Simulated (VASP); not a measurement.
# CoO (Fm-3m) in VASP: notebook

Aim: see how the results for CoO move with the level of theory and the settings. Levels: BLYP+U, RPBE+D4+U. Tasks: single point.

Program: VASP 6.6.1. These are calculated values, not measurements. Logs are shortened: lines on timing, memory, paths and dates and some standing lists are left out, and cuts for length are marked.

### Step 1. The cell of the first run

Symmetry: Fm-3m, No. 225, cubic system. The conventional cell has a = 4.353 Å, b = 4.353 Å, c = 4.353 Å, α = 90.00°, β = 90.00°, γ = 90.00°. Co (site symmetry m-3m) has 6 O at 2.18 Å within 2.9 Å. O (site symmetry m-3m) has 6 Co at 2.18 Å within 2.9 Å.

### Step 2. Single point, BLYP+U, collinear spin, ferromagnetic start (10.31 Å³/atom)

Contents of INCAR:

```
SYSTEM = CoO
PREC = Accurate ; ENCUT = 520
EDIFF = 1E-7 ; ISMEAR = 0
SIGMA = 0.05 ; LREAL = .FALSE.
LASPH = .TRUE. ; NELM = 150
ALGO = Normal ; ISIF = 2
LWAVE = .FALSE. ; LCHARG = .FALSE.
ISPIN = 2 ; MAGMOM = 2.87 0.26
LORBIT = 11 ; LMAXMIX = 4
LDAU = .TRUE. ; LDAUTYPE = 2
LDAUL = 2 -1 ; LDAUU = 3.3 0
LDAUJ = 0 0 ; LDAUPRINT = 1
GGA = B5 ; ALDAX = 1.0
AGGAX = 1.0 ; AGGAC = 1.0
ALDAC = 0.0 ; NBANDS = 18
```

Contents of KPOINTS:

```
regular mesh
0
G
  10 10 10
  0 0 0
```

Contents of POSCAR:

```
CoO
1.0
    0.0000000000      2.1766440347      2.1766440347
    2.1766440347      0.0000000000      2.1766440347
    2.1766440347      2.1766440347      0.0000000000
Co O
1 1
Direct
    0.0000000000      0.0000000000      0.0000000000
    0.5000000000      0.5000000000      0.5000000000
```

Potentials or basis: VASP PAW PBE potentials, release 64 (Co, O).

Command:

```
cat potpaw_PBE.64/Co/POTCAR potpaw_PBE.64/O/POTCAR > POTCAR
mpirun -np 1 vasp_std > vasp.out
```

OUTCAR:

```text
SYSTEM = CoO
   PREC = Accurate
   ENCUT = 520
   EDIFF = 1E-7
   ISMEAR = 0
   LREAL = .FALSE.
   LASPH = .TRUE.
   NELM = 150
   ISIF = 2
   ISPIN = 2
   LORBIT = 11
   GGA = B5

 ion  position               nearest neighbor table
   1  0.000  0.000  0.000-   2 2.18   2 2.18   2 2.18   2 2.18   2 2.18   2 2.18
   2  0.500  0.500  0.500-   1 2.18   1 2.18   1 2.18   1 2.18   1 2.18   1 2.18

  LATTYP: Found a face centered cubic cell.
 ALAT       =     4.3532880694

  Lattice vectors:

 A1 = (   0.0000000000,   2.1766440347,   2.1766440347)
 A2 = (   2.1766440347,   0.0000000000,   2.1766440347)
 A3 = (   2.1766440347,   2.1766440347,   0.0000000000)

Analysis of symmetry for initial positions (statically):
=====================================================================
 Subroutine PRICEL returns:
 Original cell was already a primitive cell.

 Routine SETGRP: Setting up the symmetry group for a
 face centered cubic supercell.

 Subroutine GETGRP returns: Found 48 space group operations
 (whereof 48 operations were pure point group operations)
 out of a pool of 48 trial point group operations.

The static configuration has the point symmetry O_h .

Analysis of symmetry for dynamics (positions and initial velocities):
=====================================================================
 Subroutine PRICEL returns:
 Original cell was already a primitive cell.

 Routine SETGRP: Setting up the symmetry group for a
 face centered cubic supercell.

 Subroutine GETGRP returns: Found 48 space group operations
 (whereof 48 operations were pure point group operations)
 out of a pool of 48 trial point group operations.

The dynamic configuration has the point symmetry O_h .

Analysis of structural, dynamic, and magnetic symmetry:
=====================================================================
 Subroutine PRICEL returns:
 Original cell was already a primitive cell.

 Routine SETGRP: Setting up the symmetry group for a
 face centered cubic supercell.

 Subroutine GETGRP returns: Found 48 space group operations
 (whereof 48 operations were pure point group operations)
 out of a pool of 48 trial point group operations.

The overall configuration has the point symmetry O_h .

 Subroutine INISYM returns: Found 48 space group operations
 (whereof 48 operations are pure point group operations),
 and found     1 'primitive' translations

----------------------------------------------------------------------------------------

                                     Primitive cell

  volume of cell :      20.6249

  direct lattice vectors                    reciprocal lattice vectors
     0.000000000  2.176644035  2.176644035    -0.229711424  0.229711424  0.229711424
     2.176644035  0.000000000  2.176644035     0.229711424 -0.229711424  0.229711424
     2.176644035  2.176644035  0.000000000     0.229711424  0.229711424 -0.229711424

  length of vectors
     3.078239514  3.078239514  3.078239514     0.397871857  0.397871857  0.397871857

  position of ions in fractional coordinates (direct lattice)
     0.000000000  0.000000000  0.000000000
     0.500000000  0.500000000  0.500000000

  ion indices of the primitive-cell ions
   primitive index   ion index
                 1           1
                 2           2

----------------------------------------------------------------------------------------

 KPOINTS: regular mesh

Automatic generation of k-mesh.
 Grid dimensions read from file:
 generate k-points for:   10   10   10

 Generating k-lattice:

  Cartesian coordinates                     Fractional coordinates (reciprocal lattice)
[... 63 lines left out ...]
   NSW    =      0    number of steps for IOM
   IBRION =     -1    ionic relax: 0-MD 1-quasi-New 2-CG
   NFREE  =      0    steps in history (QN), initial steepest desc. (CG)
   ISIF   =      2    stress and relaxation
   ISYM   =      2    0-nonsym 1-usesym 2-fastsym
   POTIM  = 0.5000    time-step for ionic-motion
   TEBEG  =    0.0;   TEEND  =   0.0 temperature during run
   PSTRESS=    0.0 pullay stress
   NELECT =      15.0000    total number of electrons
   NUPDOWN=      -1.0000    fix difference up-down
   EMIN   =  10.00;   EMAX   =-10.00  energy-range for DOS
   EFERMI =   0.00;   METHOD = LEGACY
   ISMEAR =     0;   SIGMA  =   0.05  broadening in eV -4-tet -1-fermi 0-gaus
   EFERMI_NEDOS =   21; number of points for ismear=-14 and -15
   IALGO  =     38    algorithm
   IMIX   =      4    mixing-type and parameters
     AMIX     =   0.40;   BMIX     =  1.00
     AMIX_MAG =   1.60;   BMIX_MAG =  1.00
  volume/ion in A,a.u.               =      10.31        69.59
  Fermi-wavevector in a.u.,A,eV,Ry     =   1.472226  2.782104 29.489943  2.167450
  Thomas-Fermi vector in A             =   2.587266
   LORBIT       =     11    0 simple, 1 ext, 2 COOP (PROOUT), +10 PAW based schemes
 LDA+U is selected, type is set to LDAUTYPE =  2
   angular momentum for each species LDAUL =     2   -1
   U (eV)           for each species LDAUU =   3.3  0.0
   J (eV)           for each species LDAUJ =   0.0  0.0
   GGA     = B5    functional components
   LHFCALC =     F    Hartree Fock is set to
   AEXX    =    0.0000 exact exchange contribution
   IVDW    =     0    specifies the selected vdW correction
   LEPSILON=     F    determine dielectric tensor
   LRPA    =     F    only Hartree local field effects (RPA)
 spin polarized calculation
 Gauss-broadening in eV      SIGMA  =   0.05
  energy-cutoff  :      520.00
  volume of cell :       20.62
 maximum number of plane-waves:       568
   NGX = 11   NGY = 11   NGZ = 11

atom =   1  type =  1  l = 2

 onsite density matrix

spin component  1

  0.9684 -0.0000  0.0000 -0.0000  0.0000
 -0.0000  0.9684 -0.0000 -0.0000 -0.0000
  0.0000 -0.0000  1.0051  0.0000 -0.0000
 -0.0000 -0.0000  0.0000  0.9684 -0.0000
  0.0000 -0.0000 -0.0000 -0.0000  1.0051

spin component  2

  0.6596  0.0000  0.0000 -0.0000 -0.0000
  0.0000  0.6596  0.0000 -0.0000 -0.0000
  0.0000  0.0000  0.1287  0.0000  0.0000
 -0.0000 -0.0000  0.0000  0.6596 -0.0000
 -0.0000 -0.0000  0.0000 -0.0000  0.1287

 occupancies and eigenvectors

  o =  0.1287  v =  0.0000  0.0000  0.0000  0.0000  0.0000  0.0000  0.0000 -0.9999 -0.0000  0.0118      0.0000  0.0000  0.0000  0.0000  0.0000  0.0000  0.0000  0.0000  0.0000  0.0000
  o =  0.1287  v =  0.0000  0.0000  0.0000  0.0000  0.0000  0.0000  0.0000 -0.0118 -0.0000 -0.9999      0.0000  0.0000  0.0000  0.0000  0.0000  0.0000  0.0000  0.0000  0.0000  0.0000
  o =  0.6596  v =  0.0000  0.0000  0.0000  0.0000  0.0000  0.0000  0.2660  0.0000 -0.9640  0.0000      0.0000  0.0000  0.0000  0.0000  0.0000  0.0000  0.0000  0.0000  0.0000  0.0000
  o =  0.6596  v =  0.0000  0.0000  0.0000  0.0000  0.0000  0.0000 -0.9640 -0.0000 -0.2660  0.0000      0.0000  0.0000  0.0000  0.0000  0.0000  0.0000  0.0000  0.0000  0.0000  0.0000
  o =  0.6596  v =  0.0000  0.0000  0.0000  0.0000  0.0000  1.0000  0.0000  0.0000  0.0000  0.0000      0.0000  0.0000  0.0000  0.0000  0.0000  0.0000  0.0000  0.0000  0.0000  0.0000
  o =  0.9684  v =  0.0000 -0.0185  0.0000  0.9998  0.0000  0.0000  0.0000  0.0000  0.0000  0.0000      0.0000  0.0000  0.0000  0.0000  0.0000  0.0000  0.0000  0.0000  0.0000  0.0000
  o =  0.9684  v =  1.0000  0.0000  0.0000  0.0000  0.0000  0.0000  0.0000  0.0000  0.0000  0.0000      0.0000  0.0000  0.0000  0.0000  0.0000  0.0000  0.0000  0.0000  0.0000  0.0000
  o =  0.9684  v =  0.0000 -0.9998 -0.0000 -0.0185 -0.0000  0.0000  0.0000  0.0000  0.0000  0.0000      0.0000  0.0000  0.0000  0.0000  0.0000  0.0000  0.0000  0.0000  0.0000  0.0000
  o =  1.0051  v =  0.0000 -0.0000  0.9995 -0.0000  0.0300  0.0000  0.0000  0.0000  0.0000  0.0000      0.0000  0.0000  0.0000  0.0000  0.0000  0.0000  0.0000  0.0000  0.0000  0.0000
  o =  1.0051  v =  0.0000 -0.0000 -0.0300 -0.0000  0.9995  0.0000  0.0000  0.0000  0.0000  0.0000      0.0000  0.0000  0.0000  0.0000  0.0000  0.0000  0.0000  0.0000  0.0000  0.0000

 number of electron      14.9999995 magnetization       3.0002047

 Free energy of the ion-electron system (eV)
  ---------------------------------------------------
  ext. energy  EPLUGINS =         0.00000000
  ---------------------------------------------------
  free energy    TOTEN  =       -10.35913287 eV

  energy without entropy =      -10.35165076  energy(sigma->0) =      -10.35539181

 E-fermi :   6.7410     XC(G=0): -11.4596

 val. band max:        6.7304333005   @ k =   0.5000   0.3000   0.0000
 cond. band min:       6.7422647553   @ k =   0.3000   0.2000   0.0000
 fundamental gap:      0.0118314548
 Fermi energy:         6.7410146361

 spin component 1

 k-point     1 :       0.0000    0.0000    0.0000
  band No.  band energies     occupation
      1     -12.0023      1.00000
      2       2.4079      1.00000
      3       2.4079      1.00000
      4       2.8122      1.00000
      5       2.8123      1.00000
      6       2.8123      1.00000
[... 1001 lines left out ...]
     17      36.6512      0.00000
     18      37.8062      0.00000

 [... further k-points ...]

------------------------ aborting loop because EDIFF is reached ----------------------------------------

  FORCE on cell =-STRESS in cart. coord.  units (eV):
  Direction    XX          YY          ZZ          XY          YZ          ZX
  --------------------------------------------------------------------------------------
  -------------------------------------------------------------------------------------
  Total       -0.6395795     -0.6395795     -0.6395795     -0.0000000     -0.0000000      0.0000000
  in kB      -49.6835815    -49.6835815    -49.6835815     -0.0000000     -0.0000000      0.0000000
  external PRESSURE =     -49.6835815 kB  Pullay stress =       0.0000000 kB

 VOLUME and BASIS-vectors are now :
 -----------------------------------------------------------------------------
  energy-cutoff  :      520.00
  volume of cell :       20.62
      direct lattice vectors                 reciprocal lattice vectors
     0.000000000  2.176644035  2.176644035    -0.229711424  0.229711424  0.229711424
     2.176644035  0.000000000  2.176644035     0.229711424 -0.229711424  0.229711424
     2.176644035  2.176644035  0.000000000     0.229711424  0.229711424 -0.229711424

 POSITION                                       TOTAL-FORCE (eV/Angst)
 -----------------------------------------------------------------------------------
      0.00000      0.00000      0.00000        -0.000000      0.000000      0.000000
      2.17664      2.17664      2.17664         0.000000     -0.000000     -0.000000
 -----------------------------------------------------------------------------------
    total drift:                                0.000000     -0.000000     -0.000000

  FREE ENERGIE OF THE ION-ELECTRON SYSTEM (eV)
  ---------------------------------------------------
  free  energy   TOTEN  =       -10.3591328701 eV

  energy  without entropy=      -10.3516507587  energy(sigma->0) =      -10.35539181

 total charge

# of ion       s       p       d       tot
------------------------------------------
    1        0.275   0.313   7.129   7.717
    2        1.546   3.434   0.000   4.979
--------------------------------------------------
tot          1.821   3.747   7.129  12.697

 magnetization (x)

# of ion       s       p       d       tot
------------------------------------------
    1        0.018   0.014   2.678   2.711
    2        0.022   0.246   0.000   0.268
--------------------------------------------------
tot          0.040   0.260   2.678   2.979
```

Run time: 56 s. Hardware: 1 thread of Intel Xeon 8259CL, shared host; peak memory 0.17 GiB.

Results:

```yaml
Free_energy: -10.3591 eV
Pressure: -5.0 GPa
Band_gap_on_the_k_mesh: zero (filled and empty bands overlap)
Net_moment: 3.00 μB per cell
Site_moments: Co +2.71; O +0.27 μB
Valence_electrons_inside_the_program's_atomic_spheres: Co 7.72; O 4.98
```

Eigenvalues of the final occupation matrices:
| site | spin | trace | eigenvalues |
| --- | --- | --- | --- |
| site 1 d | 1 | 4.92 | 0.97 0.97 0.97 1.01 1.01 |
| site 1 d | 2 | 2.24 | 0.13 0.13 0.66 0.66 0.66 |

Caveat: the cell stands under tension; the PAW data sets were made with another functional, which shifts forces and pressure a little; a cell with one magnetic atom can't hold antiferromagnetic order, which such compounds often take. The state reached can hang on the start; a lower one may exist.

### Step 3. Single point, RPBE+D4+U, collinear spin, ferromagnetic start (10.49 Å³/atom)

This run uses another cell than the first one, of 10.49 Å³/atom.

Contents of INCAR:

```
SYSTEM = CoO
  ALGO = Normal
  EDIFF = 1E-6
  ENCUT = 520
  GGA = RP
  ISIF = 2
  ISMEAR = 0
  ISPIN = 2
  IVDW = 13
  LASPH = .TRUE.
  LCHARG = .FALSE.
  LDAU = .TRUE.
  LDAUJ = 0 0
  LDAUL = 2 -1
  LDAUPRINT = 1
  LDAUTYPE = 2
  LDAUU = 3.3 0
  LMAXMIX = 4
  LORBIT = 11
  LREAL = .FALSE.
  LWAVE = .FALSE.
  MAGMOM = 2.9 0.23
  NBANDS = 18
  NELM = 150
  PREC = Accurate
  SIGMA = 0.05
```

Contents of KPOINTS:

```
k-points
0
G
  10 10 10
  0 0 0
```

Contents of POSCAR:

```
CoO
1.0
    0.0000000000      2.1891653602      2.1891653602
    2.1891653602      0.0000000000      2.1891653602
    2.1891653602      2.1891653602      0.0000000000
Co O
1 1
Direct
    0.0000000000      0.0000000000      0.0000000000
    0.5000000000      0.5000000000      0.5000000000
```

Potentials or basis: VASP PAW PBE potentials, release 64 (Co, O).

Command:

```
cat potpaw_PBE.64/Co/POTCAR potpaw_PBE.64/O/POTCAR > POTCAR
mpirun -np 1 vasp_std > vasp.out
```

Run time: 44 s. Hardware: 1 thread of Intel Xeon 8259CL, shared host; peak memory 0.17 GiB.

It converged, with:

```yaml
Free_energy: -11.5543 eV
Pressure: -13.9 GPa
Band_gap_on_the_k_mesh: zero (filled and empty bands overlap)
Net_moment: 3.00 μB per cell
Site_moments: Co +2.74; O +0.25 μB
Valence_electrons_inside_the_program's_atomic_spheres: Co 7.67; O 4.97
Dispersion_energy_per_atom: -0.559 eV
```

Levels at points of the mesh, in eV from the Fermi level:
Spin up:
```csv
k point,band 5,band 6,band 7,band 8,band 9,band 10,band 11,band 12,band 13,band 14
"(0.00, 0.00, 0.00)",-4.03,-4.03,-2.06,-2.06,-2.06,1.27,17.30,17.32,17.32,17.32
"(0.50, 0.00, 0.00)",-3.53,-3.53,-2.64,-0.25,-0.25,5.58,9.27,13.54,13.54,19.52
"(0.50, 0.50, 0.00)",-3.83,-3.28,-3.28,-3.18,-3.18,5.95,10.08,11.25,15.56,15.56
```
Spin down:
```tsv
k point	band 3	band 4	band 5	band 6	band 7	band 8	band 9	band 10
(0.00, 0.00, 0.00)	-1.59	-1.59	-0.98	-0.98	-0.97	1.76	2.02	2.02
(0.50, 0.00, 0.00)	-3.19	-3.19	-0.08	-0.08	0.18	4.06	4.06	5.77
(0.50, 0.50, 0.00)	-2.75	-2.75	-1.86	0.02	0.02	2.45	2.69	6.91
```

Eigenvalues of the final occupation matrices:
```tsv
site	spin	trace	eigenvalues
site 1 d	1	4.91	0.97 0.97 0.97 1.00 1.00
site 1 d	2	2.20	0.12 0.12 0.66 0.66 0.66
```

Caveat: the cell stands under tension; the PAW data sets were made with another functional, which shifts forces and pressure a little; a cell with one magnetic atom can't hold antiferromagnetic order, which such compounds often take.
